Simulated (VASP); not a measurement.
# Al2Ru (I4/mmm) in VASP: single point with LDA

Aim: the single point of Al2Ru with LDA.

All numbers are computed with VASP 6.6.1; they aren't measurements. Logs are shortened: lines on timing, memory, paths and dates and some standing lists are left out, and cuts for length are marked.

### Step 1. The cell of the first run

Symmetry: I4/mmm, No. 139, tetragonal system. The conventional cell has a = 3.099 Å, b = 3.099 Å, c = 8.352 Å, α = 90.00°, β = 90.00°, γ = 90.00°. Al (site symmetry 4mm) has 5 Ru at 2.56 to 2.85 Å and 9 Al at 2.66 to 3.10 Å within 3.4 Å. Within 3.4 Å of Ru (site symmetry 4/mmm) lie 10 Al at 2.56 to 2.85 Å and 4 Ru at 3.10 Å.

### Step 2. Single point, LDA

File INCAR:

```
PREC     = Accurate       # precision mode
ENCUT    = 520            # plane-wave cutoff, eV
EDIFF    = 1E-7           # SCF threshold, eV
ISMEAR   = 0              # smearing method
SIGMA    = 0.1            # smearing width, eV
LREAL    = F              # projectors in reciprocal space
LASPH    = T              # aspherical terms in the spheres
NELM     = 60             # most SCF steps
ALGO     = Fast           # electronic algorithm
ISIF     = 2              # what is computed and relaxed
LWAVE    = F              # write WAVECAR
LCHARG   = F              # write CHGCAR
NBANDS   = 17             # bands
```

File KPOINTS:

```
Automatic mesh
0
Gamma
  18 18 18
```

File POSCAR:

```
Al2Ru
1.0
   -1.5494145620      1.5494145620      4.1759105201
    1.5494145620     -1.5494145620      4.1759105201
    1.5494145620      1.5494145620     -4.1759105201
Al Ru
2 1
Direct
    0.6590752044      0.6590752044      0.0000000000
    0.3409247956      0.3409247956      0.0000000000
    0.0000000000      0.0000000000      0.0000000000
```

Potentials or basis: VASP PAW LDA potentials, release 64 (Al, Ru_pv).

On the command line:

```sh
$ cat potpaw_LDA.64/Al/POTCAR potpaw_LDA.64/Ru_pv/POTCAR > POTCAR
$ mpirun -np 1 vasp_std > vasp.out
```

OUTCAR:

```text
PREC = Accurate
   ENCUT = 520
   EDIFF = 1E-7
   ISMEAR = 0
   LREAL = F
   LASPH = T
   NELM = 60
   ISIF = 2

 ion  position               nearest neighbor table
   1  0.659  0.659  0.000-   3 2.56   3 2.56   3 2.56   3 2.56   2 2.66   2 2.67   2 2.67   2 2.67
                             2 2.67   3 2.85
   2  0.341  0.341  0.000-   3 2.56   3 2.56   3 2.56   3 2.56   1 2.66   1 2.67   1 2.67   1 2.67
                             1 2.67   3 2.85
   3  0.000  0.000  0.000-   1 2.56   1 2.56   1 2.56   2 2.56   1 2.56   2 2.56   2 2.56   2 2.56
                             1 2.85   2 2.85

  LATTYP: Found a body centered tetragonal cell.
 ALAT       =     3.0988291240
 C/A-ratio  =     2.6951537842

  Lattice vectors:

 A1 = (  -1.5494145620,   1.5494145620,   4.1759105201)
 A2 = (   1.5494145620,  -1.5494145620,   4.1759105201)
 A3 = (   1.5494145620,   1.5494145620,  -4.1759105201)

Analysis of symmetry for initial positions (statically):
=====================================================================
 Subroutine PRICEL returns:
 Original cell was already a primitive cell.

 Routine SETGRP: Setting up the symmetry group for a
 body centered tetragonal supercell.

 Subroutine GETGRP returns: Found 16 space group operations
 (whereof 16 operations were pure point group operations)
 out of a pool of 16 trial point group operations.

The static configuration has the point symmetry D_4h.

Analysis of symmetry for dynamics (positions and initial velocities):
=====================================================================
 Subroutine PRICEL returns:
 Original cell was already a primitive cell.

 Routine SETGRP: Setting up the symmetry group for a
 body centered tetragonal supercell.

 Subroutine GETGRP returns: Found 16 space group operations
 (whereof 16 operations were pure point group operations)
 out of a pool of 16 trial point group operations.

The dynamic configuration has the point symmetry D_4h.

 Subroutine INISYM returns: Found 16 space group operations
 (whereof 16 operations are pure point group operations),
 and found     1 'primitive' translations

----------------------------------------------------------------------------------------

                                     Primitive cell

  volume of cell :      40.1002

  direct lattice vectors                    reciprocal lattice vectors
    -1.549414562  1.549414562  4.175910520     0.000000000  0.322702531  0.119734366
     1.549414562 -1.549414562  4.175910520     0.322702531  0.000000000  0.119734366
     1.549414562  1.549414562 -4.175910520     0.322702531  0.322702531  0.000000000

  length of vectors
     4.715888001  4.715888001  4.715888001     0.344199421  0.344199421  0.456370295

  position of ions in fractional coordinates (direct lattice)
     0.659075204  0.659075204  0.000000000
     0.340924796  0.340924796  0.000000000
     0.000000000  0.000000000  0.000000000

  ion indices of the primitive-cell ions
   primitive index   ion index
                 1           1
                 2           2
                 3           3

----------------------------------------------------------------------------------------

 KPOINTS: Automatic mesh

Automatic generation of k-mesh.
 Grid dimensions read from file:
 generate k-points for:   18   18   18

 Generating k-lattice:

  Cartesian coordinates                     Fractional coordinates (reciprocal lattice)
     0.000000000  0.017927918  0.006651909     0.055555556 -0.000000000  0.000000000
     0.017927918  0.000000000  0.006651909    -0.000000000  0.055555556  0.000000000
     0.017927918  0.017927918  0.000000000     0.000000000  0.000000000  0.055555556

  Length of vectors
     0.019122190  0.019122190  0.025353905

  Shift w.r.t. Gamma in fractional coordinates (k-lattice)
     0.000000000  0.000000000  0.000000000

 Subroutine IBZKPT returns following result:
 ===========================================

 Found    480 irreducible k-points:

 Following reciprocal coordinates:
            Coordinates               Weight
  0.000000  0.000000  0.000000      1.000000
  0.055556  0.000000 -0.000000      8.000000
  0.111111  0.000000 -0.000000      8.000000
  0.166667  0.000000 -0.000000      8.000000
  0.222222  0.000000  0.000000      8.000000
  0.277778  0.000000  0.000000      8.000000
[... 16 lines left out ...]
 -0.277778  0.055556  0.000000     16.000000
 -0.222222  0.055556  0.000000     16.000000
 [... further k-points ...]
   k-points           NKPTS =    480   k-points in BZ     NKDIM =    480   number of bands    NBANDS=     17
   number of dos      NEDOS =    301   number of ions     NIONS =      3
   total plane-waves  NPLWV =  46656
   dimension x,y,z NGX =    36 NGY =   36 NGZ =   36
   dimension x,y,z NGXF=    72 NGYF=   72 NGZF=   72
   ions per type =               2   1
   NGX,Y,Z   is equivalent  to a cutoff of  12.69, 12.69, 12.69 a.u.
   NGXF,Y,Z  is equivalent  to a cutoff of  25.38, 25.38, 25.38 a.u.
 SYSTEM =  unknown system
   PREC   = accura    normal or accurate (medium, high low for compatibility)
   ISTART =      0    job   : 0-new  1-cont  2-samecut
   ICHARG =      2    charge: 1-file 2-atom 10-const
   ISPIN  =      1    spin polarized calculation?
   LNONCOLLINEAR =      F non collinear calculations
   LSORBIT =      F    spin-orbit coupling
   LASPH  =      T    aspherical Exc in radial PAW
   ENCUT  =  520.0 eV  38.22 Ry    6.18 a.u.   8.77  8.77  8.77*2*pi/ulx,y,z
   NELM   =     60;   NELMIN=  2; NELMDL= -5     # of ELM steps
   EDIFF  = 0.1E-06   stopping-criterion for ELM
   LREAL  =      F    real-space projection
   EDIFFG = 0.1E-05   stopping-criterion for IOM
   NSW    =      0    number of steps for IOM
   IBRION =     -1    ionic relax: 0-MD 1-quasi-New 2-CG
   NFREE  =      0    steps in history (QN), initial steepest desc. (CG)
   ISIF   =      2    stress and relaxation
   ISYM   =      2    0-nonsym 1-usesym 2-fastsym
   POTIM  = 0.5000    time-step for ionic-motion
   TEBEG  =    0.0;   TEEND  =   0.0 temperature during run
   PSTRESS=    0.0 pullay stress
   NELECT =      20.0000    total number of electrons
   NUPDOWN=      -1.0000    fix difference up-down
   EMIN   =  10.00;   EMAX   =-10.00  energy-range for DOS
   EFERMI =   0.00;   METHOD = LEGACY
   ISMEAR =     0;   SIGMA  =   0.10  broadening in eV -4-tet -1-fermi 0-gaus
   EFERMI_NEDOS =   21; number of points for ismear=-14 and -15
   IALGO  =     68    algorithm
   IMIX   =      4    mixing-type and parameters
     AMIX     =   0.40;   BMIX     =  1.00
     AMIX_MAG =   1.60;   BMIX_MAG =  1.00
  volume/ion in A,a.u.               =      13.37        90.20
  Fermi-wavevector in a.u.,A,eV,Ry     =   1.298283  2.453399 22.933145  1.685539
  Thomas-Fermi vector in A             =   2.429621
   LORBIT       =      0    0 simple, 1 ext, 2 COOP (PROOUT), +10 PAW based schemes
   GGA     = CA    functional components
   LHFCALC =     F    Hartree Fock is set to
   AEXX    =    0.0000 exact exchange contribution
   IVDW    =     0    specifies the selected vdW correction
   LEPSILON=     F    determine dielectric tensor
   LRPA    =     F    only Hartree local field effects (RPA)
 non-spin polarized calculation
 RMM-DIIS sequential band-by-band and
 Gauss-broadening in eV      SIGMA  =   0.10
  energy-cutoff  :      520.00
  volume of cell :       40.10
 maximum number of plane-waves:      1098
   NGX = 17   NGY = 17   NGZ = 17

 number of electron      20.0000001 magnetization

 Free energy of the ion-electron system (eV)
  ---------------------------------------------------
  ext. energy  EPLUGINS =         0.00000000
  ---------------------------------------------------
  free energy    TOTEN  =       -21.10570136 eV

  energy without entropy =      -21.10428084  energy(sigma->0) =      -21.10499110

 E-fermi :  10.7647     XC(G=0): -12.2402

 val. band max:       10.7431824192   @ k =   0.5000   0.5000   0.1667
 cond. band min:      10.7733043034   @ k =  -0.2778   0.1667   0.0556
 fundamental gap:      0.0301218842
 Fermi energy:        10.7647186389

 k-point     1 :       0.0000    0.0000    0.0000
  band No.  band energies     occupation
      1     -31.7090      2.00000
      2     -31.7090      2.00000
      3     -31.6309      2.00000
      4      -0.3068      2.00000
      5       5.1963      2.00000
      6       6.7814      2.00000
[... 9 lines left out ...]
     16      17.0879      0.00000
     17      18.5674      0.00000

 k-point     2 :       0.0556    0.0000   -0.0000
  band No.  band energies     occupation
      1     -31.7135      2.00000
      2     -31.7086      2.00000
      3     -31.6305      2.00000
      4      -0.2477      2.00000
      5       5.2244      2.00000
      6       6.8032      2.00000
[... 9 lines left out ...]
     16      17.3490      0.00000
     17      19.1047      0.00000

 k-point     3 :       0.1111    0.0000   -0.0000
  band No.  band energies     occupation
      1     -31.7264      2.00000
      2     -31.7075      2.00000
      3     -31.6293      2.00000
      4      -0.0716      2.00000
      5       5.3037      2.00000
      6       6.8621      2.00000
[... 9 lines left out ...]
     16      17.8556      0.00000
     17      20.2004      0.00000

 k-point     4 :       0.1667    0.0000   -0.0000
  band No.  band energies     occupation
      1     -31.7461      2.00000
      2     -31.7058      2.00000
      3     -31.6274      2.00000
      4       0.2178      2.00000
      5       5.4169      2.00000
      6       6.9264      2.00000
[... 9 lines left out ...]
     16      18.5348      0.00000
     17      21.4051      0.00000

 k-point     5 :       0.2222    0.0000    0.0000
  band No.  band energies     occupation
      1     -31.7703      2.00000
      2     -31.7037      2.00000
      3     -31.6251      2.00000
      4       0.6145      2.00000
      5       5.5276      2.00000
      6       6.8484      2.00000
[... 9 lines left out ...]
     16      19.3477      0.00000
     17      21.6442      0.00000

 k-point     6 :       0.2778    0.0000    0.0000
  band No.  band energies     occupation
      1     -31.7958      2.00000
      2     -31.7014      2.00000
      3     -31.6226      2.00000
      4       1.1100      2.00000
      5       5.5640      2.00000
      6       6.6110      2.00000
[... 9 lines left out ...]
     16      20.2433      0.00000
     17      21.2379      0.00000

 k-point     7 :       0.3333    0.0000   -0.0000
  band No.  band energies     occupation
      1     -31.8197      2.00000
      2     -31.6993      2.00000
      3     -31.6203      2.00000
      4       1.6920      2.00000
      5       5.4282      2.00000
      6       6.4140      2.00000
[... 9 lines left out ...]
     16      21.0262      0.00000
     17      21.0449      0.00000

 k-point     8 :       0.3889    0.0000   -0.0000
  band No.  band energies     occupation
      1     -31.8392      2.00000
      2     -31.6976      2.00000
      3     -31.6184      2.00000
      4       2.3425      2.00000
      5       5.0780      2.00000
      6       6.2315      2.00000
[... 9 lines left out ...]
     16      20.3740      0.00000
     17      21.1000      0.00000
[... 203 lines left out ...]
      1     -31.8557      2.00000
      2     -31.7005      2.00000
      3     -31.6163      2.00000
      4       3.5671      2.00000
      5       4.1077      2.00000
      6       6.0775      2.00000
[... 9 lines left out ...]
     16      20.4766      0.00000
     17      20.6999      0.00000

 k-point    20 :      -0.4444    0.0556    0.0000
  band No.  band energies     occupation
      1     -31.8513      2.00000
      2     -31.7008      2.00000
      3     -31.6167      2.00000
      4       3.0045      2.00000
      5       4.5979      2.00000
      6       6.2161      2.00000
[... 9 lines left out ...]
     16      20.3511      0.00000
     17      21.1110      0.00000

 k-point    21 :      -0.3889    0.0556    0.0000
  band No.  band energies     occupation
      1     -31.8387      2.00000
      2     -31.7020      2.00000
      3     -31.6179      2.00000
      4       2.3167      2.00000
      5       5.1318      2.00000
      6       6.4032      2.00000
[... 9 lines left out ...]
     16      20.4428      0.00000
     17      20.8454      0.00000

 k-point    22 :      -0.3333    0.0556    0.0000
  band No.  band energies     occupation
      1     -31.8193      2.00000
      2     -31.7037      2.00000
      3     -31.6198      2.00000
      4       1.6718      2.00000
      5       5.5357      2.00000
      6       6.5150      2.00000
[... 9 lines left out ...]
     16      20.1611      0.00000
     17      20.7730      0.00000

 k-point    23 :      -0.2778    0.0556    0.0000
  band No.  band energies     occupation
      1     -31.7953      2.00000
      2     -31.7058      2.00000
      3     -31.6221      2.00000
      4       1.0997      2.00000
      5       5.7364      2.00000
      6       6.6164      2.00000
[... 9 lines left out ...]
     16      19.6042      0.00000
     17      21.2092      0.00000

 k-point    24 :      -0.2222    0.0556    0.0000
  band No.  band energies     occupation
      1     -31.7698      2.00000
      2     -31.7081      2.00000
      3     -31.6245      2.00000
      4       0.6165      2.00000
      5       5.6954      2.00000
      6       6.8733      2.00000
[... 9 lines left out ...]
     16      19.0647      0.00000
     17      21.8200      0.00000

 [... further k-points ...]
[... 5 lines left out ...]
  --------------------------------------------------------------------------------------
  -------------------------------------------------------------------------------------
  Total        0.1091071      0.1091071      0.1160190      0.0000000      0.0000000      0.0000000
  in kB        4.3593044      4.3593044      4.6354657      0.0000000      0.0000000      0.0000000
  external PRESSURE =       4.4513582 kB  Pullay stress =       0.0000000 kB

 VOLUME and BASIS-vectors are now :
 -----------------------------------------------------------------------------
  energy-cutoff  :      520.00
  volume of cell :       40.10
      direct lattice vectors                 reciprocal lattice vectors
    -1.549414562  1.549414562  4.175910520     0.000000000  0.322702531  0.119734366
     1.549414562 -1.549414562  4.175910520     0.322702531  0.000000000  0.119734366
     1.549414562  1.549414562 -4.175910520     0.322702531  0.322702531  0.000000000

 POSITION                                       TOTAL-FORCE (eV/Angst)
 -----------------------------------------------------------------------------------
      0.00000      0.00000      5.50448         0.000000      0.000000      0.015729
      0.00000      0.00000      2.84734        -0.000000     -0.000000     -0.015729
      0.00000      0.00000      0.00000        -0.000000     -0.000000      0.000000
 -----------------------------------------------------------------------------------
    total drift:                               -0.000000      0.000000      0.000000

  FREE ENERGIE OF THE ION-ELECTRON SYSTEM (eV)
  ---------------------------------------------------
  free  energy   TOTEN  =       -21.1057013552 eV

  energy  without entropy=      -21.1042808445  energy(sigma->0) =      -21.10499110
```

It took 14 min on 1 thread of Intel Xeon Platinum 8259CL at 2.50GHz (Skylake/Cascade Lake), shared host; peak memory 0.43 GiB.

What came out:

| Quantity | Value |
| --- | --- |
| Free energy | -21.1057 eV |
| Pressure | 0.4 GPa |
| Largest force | 0.016 eV/Å |
| Band gap on the k mesh | zero (bands 10 and 11 overlap by 0.21 eV) |

Forces in eV/Å, atoms in the order of the input:
```
Al   0.000  0.000  0.016
Al   0.000  0.000 -0.016
Ru   0.000  0.000  0.000
```

Levels at points of the mesh, in eV from the Fermi level:
```
           k point  band 6  band 7  band 8  band 9  band 10  band 11  band 12  band 13  band 14  band 15
(0.00, 0.00, 0.00)   -3.98   -2.07   -2.07   -1.94    -1.00     2.50     4.69     6.14     6.14     6.32
(0.50, 0.00, 0.00)   -4.74   -3.03   -2.77   -2.65    -1.48     0.58     3.16     5.18     7.01     8.54
(0.50, 0.50, 0.00)   -3.53   -3.52   -3.18   -1.29    -0.34     0.26     1.88     2.09     4.84     5.52
(0.50, 0.50, 0.50)   -4.15   -2.72   -1.61   -1.61    -0.97     3.15     3.15     6.40     6.60     8.64
```
